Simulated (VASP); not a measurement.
# C (P6_3/mmc) in VASP: further runs

The runs below take C through single point, with PBEsol+D3(BJ).

Everything below comes from runs of VASP 6.6.1. Logs are shortened: lines on timing, memory, paths and dates and some standing lists are left out, and cuts for length are marked.

**1. The cell of the first run**

It takes space group P6_3/mmc (No. 194, hexagonal). The conventional cell has a = 2.456 Å, b = 2.456 Å, c = 6.116 Å, α = 90.00°, β = 90.00°, γ = 120.00°. C (site symmetry -6m2) has 3 C at 1.42 Å within 1.9 Å. C (site symmetry -6m2) has 3 C at 1.42 Å within 1.9 Å.

**2. Single point, PBEsol+D3(BJ) (7.99 Å³/atom)**

The input, INCAR:

```
SYSTEM = C
PREC = Accurate
ENCUT = 520
EDIFF = 1E-7
ISMEAR = 0
SIGMA = 0.15
LREAL = .FALSE.
LASPH = .TRUE.
NELM = 80
ALGO = Normal
ISIF = 2
LWAVE = .FALSE.
LCHARG = .FALSE.
GGA = PS
IVDW = 12
NBANDS = 16
```

The input, KPOINTS:

```
regular mesh
0
G
  21 21 8
  0 0 0
```

The input, POSCAR:

```
C
1.0
    2.4560906719      0.0000000000      0.0000000000
   -1.2280453360      2.1270369158      0.0000000000
    0.0000000000      0.0000000000      6.1161569911
C
4
Direct
    0.0000000000      0.0000000000      0.0025000000
    0.0000000000      0.0000000000      0.5025000000
    0.3333333333      0.6666666667      0.0025000000
    0.6666666667      0.3333333333      0.5025000000
```

Potentials or basis: VASP PAW PBE potentials, release 64 (C).

Run with:

```console
cat potpaw_PBE.64/C/POTCAR > POTCAR
mpirun -np 1 vasp_std > vasp.out
```

OUTCAR:

```text
SYSTEM = C
   PREC = Accurate
   ENCUT = 520
   EDIFF = 1E-7
   ISMEAR = 0
   LREAL = .FALSE.
   LASPH = .TRUE.
   NELM = 80
   ISIF = 2
   GGA = PS
   IVDW = 12
 IVDW          = 12

 ion  position               nearest neighbor table
   1  0.000  0.000  0.002-   3 1.42   3 1.42   3 1.42
   2  0.000  0.000  0.502-   4 1.42   4 1.42   4 1.42
   3  0.333  0.667  0.002-   1 1.42   1 1.42   1 1.42
   4  0.667  0.333  0.502-   2 1.42   2 1.42   2 1.42

  LATTYP: Found a hexagonal cell.
 ALAT       =     2.4560906719
 C/A-ratio  =     2.4902000000

  Lattice vectors:

 A1 = (   2.4560906719,   0.0000000000,   0.0000000000)
 A2 = (  -1.2280453360,   2.1270369158,   0.0000000000)
 A3 = (   0.0000000000,   0.0000000000,   6.1161569911)

Analysis of symmetry for initial positions (statically):
=====================================================================
 Subroutine PRICEL returns:
 Original cell was already a primitive cell.

 Routine SETGRP: Setting up the symmetry group for a
 hexagonal supercell.

 Subroutine GETGRP returns: Found 24 space group operations
 (whereof  6 operations were pure point group operations)
 out of a pool of 24 trial point group operations.

The static configuration has the point symmetry C_3v.
 The point group associated with its full space group is D_6h.

Analysis of symmetry for dynamics (positions and initial velocities):
=====================================================================
 Subroutine PRICEL returns:
 Original cell was already a primitive cell.

 Routine SETGRP: Setting up the symmetry group for a
 hexagonal supercell.

 Subroutine GETGRP returns: Found 24 space group operations
 (whereof  6 operations were pure point group operations)
 out of a pool of 24 trial point group operations.

The dynamic configuration has the point symmetry C_3v.
 The point group associated with its full space group is D_6h.

 Subroutine INISYM returns: Found 24 space group operations
 (whereof  6 operations are pure point group operations),
 and found     1 'primitive' translations

----------------------------------------------------------------------------------------

                                     Primitive cell

  volume of cell :      31.9520

  direct lattice vectors                    reciprocal lattice vectors
     2.456090672  0.000000000  0.000000000     0.407151092  0.235068793  0.000000000
    -1.228045336  2.127036916  0.000000000     0.000000000  0.470137586  0.000000000
     0.000000000  0.000000000  6.116156991     0.000000000  0.000000000  0.163501362

  length of vectors
     2.456090672  2.456090672  6.116156991     0.470137586  0.470137586  0.163501362

  position of ions in fractional coordinates (direct lattice)
     0.000000000  0.000000000  0.002500000
     0.000000000  0.000000000  0.502500000
     0.333333333  0.666666667  0.002500000
     0.666666667  0.333333333  0.502500000

  ion indices of the primitive-cell ions
   primitive index   ion index
                 1           1
                 2           2
                 3           3
                 4           4

----------------------------------------------------------------------------------------

 KPOINTS: regular mesh

Automatic generation of k-mesh.
 Grid dimensions read from file:
 generate k-points for:   21   21    8

 Generating k-lattice:

  Cartesian coordinates                     Fractional coordinates (reciprocal lattice)
     0.019388147  0.011193752  0.000000000     0.047619048 -0.000000000  0.000000000
     0.000000000  0.022387504  0.000000000     0.000000000  0.047619048  0.000000000
     0.000000000  0.000000000  0.020437670     0.000000000  0.000000000  0.125000000

  Length of vectors
     0.022387504  0.022387504  0.020437670

  Shift w.r.t. Gamma in fractional coordinates (k-lattice)
     0.000000000  0.000000000  0.000000000

 Subroutine IBZKPT returns following result:
 ===========================================

 Found    240 irreducible k-points:

 Following reciprocal coordinates:
            Coordinates               Weight
  0.000000  0.000000  0.000000      1.000000
  0.047619  0.000000  0.000000      6.000000
  0.095238  0.000000  0.000000      6.000000
  0.142857  0.000000  0.000000      6.000000
  0.190476  0.000000  0.000000      6.000000
  0.238095  0.000000  0.000000      6.000000
[... 16 lines left out ...]
  0.142857  0.095238  0.000000     12.000000
  0.190476  0.095238  0.000000     12.000000
 [... further k-points ...]
   k-points           NKPTS =    240   k-points in BZ     NKDIM =    240   number of bands    NBANDS=     16
   number of dos      NEDOS =    301   number of ions     NIONS =      4
   total plane-waves  NPLWV =  15552
   dimension x,y,z NGX =    18 NGY =   18 NGZ =   48
   dimension x,y,z NGXF=    36 NGYF=   36 NGZF=   96
   ions per type =               4
   NGX,Y,Z   is equivalent  to a cutoff of  12.18, 12.18, 13.05 a.u.
[... 67 lines left out ...]
  band No.  band energies     occupation
      1     -14.3201      2.00000
      2     -13.7133      2.00000
      3      -3.5973      2.00000
      4      -0.4619      2.00000
      5       2.5539      2.00000
      6       2.5539      2.00000
[... 8 lines left out ...]
     15      17.3666      0.00000
     16      18.2093      0.00000

 k-point     2 :       0.0476    0.0000    0.0000
  band No.  band energies     occupation
      1     -14.2651      2.00000
      2     -13.6601      2.00000
      3      -3.5302      2.00000
      4      -0.4010      2.00000
      5       2.3262      2.00000
      6       2.3852      2.00000
[... 8 lines left out ...]
     15      17.1836      0.00000
     16      18.3006      0.00000

 k-point     3 :       0.0952    0.0000    0.0000
  band No.  band energies     occupation
      1     -14.1005      2.00000
      2     -13.5009      2.00000
      3      -3.3294      2.00000
      4      -0.2189      2.00000
      5       1.6900      2.00000
      6       1.7790      2.00000
[... 8 lines left out ...]
     15      16.6568      0.00000
     16      18.5776      0.00000

 k-point     4 :       0.1429    0.0000    0.0000
  band No.  band energies     occupation
      1     -13.8268      2.00000
      2     -13.2360      2.00000
      3      -2.9961      2.00000
      4       0.0820      2.00000
      5       0.7492      2.00000
      6       0.8762      2.00000
[... 8 lines left out ...]
     15      15.9420      0.00000
     16      18.7195      0.00000

 k-point     5 :       0.1905    0.0000    0.0000
  band No.  band energies     occupation
      1     -13.4449      2.00000
      2     -12.8665      2.00000
      3      -2.5327      2.00000
      4      -0.3875      2.00000
      5      -0.2194      2.00000
      6       0.4971      2.00000
[... 8 lines left out ...]
     15      17.2505      0.00000
     16      18.9529      0.00000

 k-point     6 :       0.2381    0.0000    0.0000
  band No.  band energies     occupation
      1     -12.9563      2.00000
      2     -12.3937      2.00000
      3      -1.9429      2.00000
      4      -1.6325      2.00000
      5      -1.4224      2.00000
      6       0.5955      2.00000
[... 8 lines left out ...]
     15      18.7497      0.00000
     16      19.2258      0.00000
[... 267 lines left out ...]
 k-point    21 :       0.4762    0.0476    0.0000
  band No.  band energies     occupation
      1      -8.7956      2.00000
      2      -8.5692      2.00000
      3      -7.7593      2.00000
      4      -7.5940      2.00000
      5      -1.1096      2.00000
      6      -0.9689      2.00000
[... 8 lines left out ...]
     15      20.3984      0.00000
     16      20.9418      0.00000

 k-point    22 :       0.0952    0.0952    0.0000
  band No.  band energies     occupation
      1     -13.6628      2.00000
      2     -13.0775      2.00000
      3      -2.7970      2.00000
      4       0.2611      2.00000
      5       0.4264      2.00000
      6       0.5086      2.00000
[... 8 lines left out ...]
     15      15.9616      0.00000
     16      18.7957      0.00000

 k-point    23 :       0.1429    0.0952    0.0000
  band No.  band energies     occupation
      1     -13.2818      2.00000
      2     -12.7087      2.00000
      3      -2.3349      2.00000
      4      -0.5372      2.00000
      5      -0.4150      2.00000
      6       0.5917      2.00000
[... 8 lines left out ...]
     15      16.7642      0.00000
     16      18.9755      0.00000

 k-point    24 :       0.1905    0.0952    0.0000
  band No.  band energies     occupation
      1     -12.7944      2.00000
      2     -12.2371      2.00000
      3      -1.7469      2.00000
      4      -1.6689      2.00000
      5      -1.4888      2.00000
      6      -0.0073      2.00000
[... 8 lines left out ...]
     15      17.8810      0.00000
     16      19.1606      0.00000

 [... further k-points ...]

------------------------ aborting loop because EDIFF is reached ----------------------------------------

 Edisp (eV)   -0.48148

 E8    (eV) :    -0.2340

  FORCE on cell =-STRESS in cart. coord.  units (eV):
  Direction    XX          YY          ZZ          XY          YZ          ZX
  --------------------------------------------------------------------------------------
  -------------------------------------------------------------------------------------
  Total       0.44559     0.44559     0.80206    -0.00000     0.00000     0.00000
  in kB      22.34336    22.34336    40.21805    -0.00000     0.00000     0.00000
  external pressure =       28.30 kB  Pullay stress =        0.00 kB

 VOLUME and BASIS-vectors are now :
 -----------------------------------------------------------------------------
  energy-cutoff  :      520.00
  volume of cell :       31.95
      direct lattice vectors                 reciprocal lattice vectors
     2.456090672  0.000000000  0.000000000     0.407151092  0.235068793  0.000000000
    -1.228045336  2.127036916  0.000000000     0.000000000  0.470137586  0.000000000
     0.000000000  0.000000000  6.116156991     0.000000000  0.000000000  0.163501362

 POSITION                                       TOTAL-FORCE (eV/Angst)
 -----------------------------------------------------------------------------------
      0.00000      0.00000      0.01529         0.000000     -0.000000      0.000000
      0.00000      0.00000      3.07337        -0.000000      0.000000      0.000000
     -0.00000      1.41802      0.01529         0.000000     -0.000000      0.000000
      1.22805      0.70901      3.07337        -0.000000      0.000000     -0.000000
 -----------------------------------------------------------------------------------
    total drift:                                0.000000      0.000000      0.000036

  FREE ENERGIE OF THE ION-ELECTRON SYSTEM (eV)
  ---------------------------------------------------
  free  energy   TOTEN  =       -38.9849134544 eV

  energy  without entropy=      -38.9840786359  energy(sigma->0) =      -38.98449605
```

Run time: 40 s. Hardware: 1 thread of AMD EPYC 9R45 (Zen 5), shared host; peak memory 0.18 GiB.

Results:

```yaml
Free_energy: -38.9849 eV
Pressure: 2.8 GPa
Band_gap_on_the_k_mesh: zero (bands 8 and 9 overlap by 0.08 eV)
Dispersion_energy_per_atom: -0.120 eV
```

Stress tensor (GPa, compression positive):
```
2.23 0.00 0.00
0.00 2.23 0.00
0.00 0.00 4.02
```

Caveat: the PAW data sets were made with another functional, which shifts forces and pressure a little.

**3. Single point, PBEsol+D3(BJ) (7.99 Å³/atom)**

The input, INCAR:

```
PREC = Accurate
ENCUT = 520
EDIFF = 1E-6
ISMEAR = 0
SIGMA = 0.15
LREAL = False
LASPH = True
NELM = 60
ALGO = Normal
ISIF = 2
LWAVE = False
LCHARG = False
GGA = PS
IVDW = 12
NBANDS = 16
```

The input, KPOINTS:

```
regular mesh
0
Gamma
  21 21 8
```

The input, POSCAR:

```
C
1.0
    2.4169347288      0.0000000000      0.0000000000
   -1.2084673644      2.0931268744      0.0000000000
    0.0000000000      0.0000000000      6.3159338333
C
4
Direct
    0.0000000000      0.0000000000      0.0025000000
    0.0000000000      0.0000000000      0.5025000000
    0.3333333333      0.6666666667      0.0025000000
    0.6666666667      0.3333333333      0.5025000000
```

Potentials or basis: VASP PAW PBE potentials, release 64 (C).

Run with:

```console
cat potpaw_PBE.64/C/POTCAR > POTCAR
mpirun -np 1 vasp_std > vasp.out
```

Run time: 38 s. Hardware: 1 thread of AMD EPYC 9R45 (Zen 5), shared host; peak memory 0.18 GiB.

The run converged. Its results:

```yaml
Free_energy: -38.9107 eV
Pressure: 18.5 GPa
Band_gap_on_the_k_mesh: zero (bands 8 and 9 overlap by 0.06 eV)
Dispersion_energy_per_atom: -0.116 eV
```

Stress tensor (GPa, compression positive):
```
26.89  0.00  0.00
 0.00 26.89  0.00
 0.00  0.00  1.75
```

Levels at points of the mesh, in eV from the Fermi level:
| k point | band 6 | band 7 | band 8 | band 9 | band 10 | band 11 |
| --- | --- | --- | --- | --- | --- | --- |
| (0.00, 0.00, 0.00) | -2.92 | -2.89 | -2.89 | 4.40 | 8.72 | 8.72 |
| (0.00, 0.00, 0.50) | -2.90 | -2.90 | -2.90 | 7.58 | 7.58 | 8.76 |

Caveat: the stress differs along the axes, from 2 to 27 GPa; the PAW data sets were made with another functional, which shifts forces and pressure a little.

**4. Single point, PBEsol+D3(BJ) (7.99 Å³/atom)**

The input, INCAR:

```
ALGO = Normal
EDIFF = 1E-6
ENCUT = 520
GGA = PS
ISIF = 2
ISMEAR = 0
IVDW = 12
LASPH = True
LCHARG = True
LELF = True
LREAL = False
LVHAR = True
LWAVE = False
NBANDS = 16
NELM = 80
PREC = Accurate
SIGMA = 0.15
```

The input, KPOINTS:

```
k-points
0
Gamma
  21 21 8
```

The input, POSCAR:

```
C
1.0
    2.3783959174      0.0000000000      0.0000000000
   -1.1891979587      2.0597512847      0.0000000000
    0.0000000000      0.0000000000      6.5222751244
C
4
Direct
    0.0000000000      0.0000000000      0.0025000000
    0.0000000000      0.0000000000      0.5025000000
    0.3333333333      0.6666666667      0.0025000000
    0.6666666667      0.3333333333      0.5025000000
```

Run with:

```console
cat potpaw_PBE.64/C/POTCAR > POTCAR
mpirun -np 1 vasp_std > vasp.out
```

It took 40 s on 1 thread of AMD EPYC 9R45 (Zen 5), shared host; peak memory 0.18 GiB.

It converged, with:

* Free energy: -38.6607 eV
* Pressure: 35.4 GPa
* Band gap on the k mesh: zero (bands 8 and 9 overlap by 0.04 eV)
* Dispersion energy per atom: -0.110 eV

Stress tensor (GPa, compression positive):
```
53.09  0.00  0.00
 0.00 53.09  0.00
 0.00  0.00  0.09
```

Levels at points of the mesh, in eV from the Fermi level:
| k point | band 4 | band 5 | band 6 | band 7 | band 8 | band 9 | band 10 | band 11 | band 12 | band 13 |
| --- | --- | --- | --- | --- | --- | --- | --- | --- | --- | --- |
| (0.00, 0.00, 0.00) | -7.17 | -2.90 | -2.90 | -2.88 | -2.88 | 3.87 | 9.05 | 9.05 | 9.11 | 9.11 |
| (0.00, 0.00, 0.50) | -8.41 | -2.89 | -2.89 | -2.89 | -2.89 | 6.75 | 6.75 | 9.08 | 9.08 | 9.08 |

Caveat: the stress differs along the axes, from 0 to 53 GPa; the PAW data sets were made with another functional, which shifts forces and pressure a little.

**5. Single point, PBEsol+D3(BJ) (7.99 Å³/atom)**

The input, INCAR:

```
SYSTEM = C
ALGO     = Normal         ! electronic algorithm
EDIFF    = 1E-6           ! SCF threshold, eV
ENCUT    = 520            ! plane-wave cutoff, eV
GGA      = PS             ! functional
ISIF     = 2              ! what is computed and relaxed
ISMEAR   = 0              ! smearing method
IVDW     = 12             ! dispersion correction
LASPH    = .TRUE.         ! aspherical terms in the spheres
LCHARG   = .TRUE.         ! write CHGCAR
LELF     = .TRUE.         ! ELF
LREAL    = .FALSE.        ! projectors in reciprocal space
LVHAR    = .TRUE.       
LWAVE    = .FALSE.        ! write WAVECAR
NBANDS   = 16             ! bands
NELM     = 60             ! most SCF steps
PREC     = Accurate       ! precision mode
SIGMA    = 0.15           ! smearing width, eV
```

The input, KPOINTS:

```
k-points
0
G
  21 21 8
  0 0 0
```

The input, POSCAR:

```
C
1.0
    2.3404656372      0.0000000000      0.0000000000
   -1.1702328186      2.0269026985      0.0000000000
    0.0000000000      0.0000000000      6.7353920109
C
4
Direct
    0.0000000000      0.0000000000      0.0025000000
    0.0000000000      0.0000000000      0.5025000000
    0.3333333333      0.6666666667      0.0025000000
    0.6666666667      0.3333333333      0.5025000000
```

Run with:

```console
cat potpaw_PBE.64/C/POTCAR > POTCAR
mpirun -np 1 vasp_std > vasp.out
```

It took 42 s on 1 thread of AMD EPYC 9R45 (Zen 5), shared host; peak memory 0.19 GiB.

It converged, with:

| Property | Result |
| --- | --- |
| Free energy | -38.2314 eV |
| Pressure | 52.9 GPa |
| Band gap on the k mesh | zero (bands 8 and 9 overlap by 0.02 eV) |
| Dispersion energy per atom | -0.102 eV |

Stress tensor (GPa, compression positive):
```
79.88  0.00  0.00
 0.00 79.88  0.00
 0.00  0.00 -1.04
```

Levels at points of the mesh, in eV from the Fermi level:
```csv
k point,band 6,band 7,band 8,band 9,band 10,band 11
"(0.00, 0.00, 0.00)",-2.87,-2.86,-2.86,3.39,9.39,9.39
"(0.00, 0.00, 0.50)",-2.86,-2.86,-2.86,6.00,6.00,9.41
```

Caveat: the stress differs along the axes, from -1 to 80 GPa; the PAW data sets were made with another functional, which shifts forces and pressure a little.

**6. The runs side by side**

```csv
cell,gap on the mesh (eV),pressure (GPa)
"a = 2.456, b = 2.456, c = 6.116 Å, angles 90.0, 90.0, 120.0°, 4 atoms",none,2.8
"a = 2.417, b = 2.417, c = 6.316 Å, angles 90.0, 90.0, 120.0°, 4 atoms",none,18.5
"a = 2.378, b = 2.378, c = 6.522 Å, angles 90.0, 90.0, 120.0°, 4 atoms",none,35.4
"a = 2.340, b = 2.340, c = 6.735 Å, angles 90.0, 90.0, 120.0°, 4 atoms",none,52.9
```

Alike in all rows: task single point; level PBEsol+D3(BJ); potentials or basis VASP PAW PBE potentials, release 64 (C); no spin polarisation; k mesh 21 × 21 × 8; cutoff (eV) 520; smearing gaussian 0.15 eV.

Caveats: the PAW data sets were made with another functional, which shifts forces and pressure a little; the stress differs along the axes, from 2 to 27 GPa (at least some runs); the stress differs along the axes, from 0 to 53 GPa (at least some runs); the stress differs along the axes, from -1 to 80 GPa (at least some runs).

Absolute energies hang on the potentials; compare differences alone.
